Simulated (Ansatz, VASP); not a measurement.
One calculation of AlN, two programs

```
CELL_PARAMETERS angstrom
-3.08862 0.00000 0.00000
-1.54431 -2.67482 0.00000
-0.64346 -1.11451 11.08717
ATOMIC_POSITIONS crystal
Al 0.33333 0.99724 0.80661
Al 0.33333 0.18303 0.36073
Al 0.66667 0.60926 0.13779
Al 0.66667 0.42347 0.58367
N 0.33333 0.29785 0.08515
N 0.33333 0.11207 0.53104
N 0.66667 0.53829 0.30810
N 0.66667 0.35251 0.75398
```

Alike in both runs: task single point; functional LDA; k mesh 8 × 8 × 3; occupations gaussian, width 0.05 eV; no spin polarisation.

|  | VASP | Ansatz |
| --- | --- | --- |
| version | VASP 6.6.1 | Ansatz 0.2.0 |
| potentials or method | VASP PAW LDA potentials, release 64 (Al, N), cutoff 520 eV | scalar-relativistic, plane waves, PAW |
| valence electrons in the cell | 32 | 32 |

|  | VASP | Ansatz | Ansatz less VASP |
| --- | --- | --- | --- |
| gap on the k mesh at the Fermi level (eV) | 0.36 | 0.35 | -0.008 |
| least direct gap on the mesh (eV) | 0.36 | 0.35 | -0.007 |
| pressure (GPa) | -3.6 | -4.1 | -0.53 |
| traceless stress, the component that is largest in VASP (GPa) | -4.56 | -4.33 | +0.231 |
| rms of the force components (eV/Å) | 0.762 | 0.766 | +0.0041 |

Ansatz warns that its potentials were made for another functional, while VASP's fit it. LDA's correlation is that of Perdew and Zunger in VASP and of Perdew and Wang (1992) in Ansatz. Atom by atom the forces differ by 0.010 eV/Å (rms over components).
